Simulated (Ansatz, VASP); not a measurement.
One calculation of As3Ru, two programs

```xyz
8
Lattice="4.1907 -5.5772 0.0000 4.1907 5.5772 0.0000 0.0000 0.0000 4.0133" Properties=species:S:1:pos:R:3 pbc="T T T"
As    4.1907    2.9047    1.0033
As    4.1907   -2.9047    3.0100
As    2.5531    1.0859    1.0033
As    5.8282   -1.0859    3.0100
As    2.5531   -1.0859    3.0100
As    5.8282    1.0859    1.0033
Ru    4.1907   -0.9127    1.0033
Ru    4.1907    0.9127    3.0100
```

Alike in both runs: functional PBE; k mesh 6 × 6 × 10; occupations gaussian, width 0.1 eV; no spin polarisation.

Ansatz relaxed the structure, and its values are those at the end. VASP's run is a single point on that final structure, the one shown.

|  | VASP | Ansatz |
| --- | --- | --- |
| version | VASP 6.6.1 | Ansatz 0.2.0 |
| potentials or method | VASP PAW PBE potentials, release 64 (As, Ru_pv), cutoff 520 eV | scalar-relativistic, plane waves, PAW |
| valence electrons in the cell | 58 | 122 |

|  | VASP | Ansatz | Ansatz less VASP |
| --- | --- | --- | --- |
| gap on the k mesh at the Fermi level (eV) | none | none | - |
| pressure (GPa) | 0.3 | 0.0 | -0.25 |
| rms of the force components (eV/Å) | 0.034 | 0.001 | -0.0337 |

A gap of «none» marks a metal or a gap that the smearing closes. With one functional, cell and mesh, what is left measures potentials, basis and numerics. VASP's potentials hold 58 valence electrons a cell and Ansatz's 122, so a difference there can come from the potentials and not from the codes.
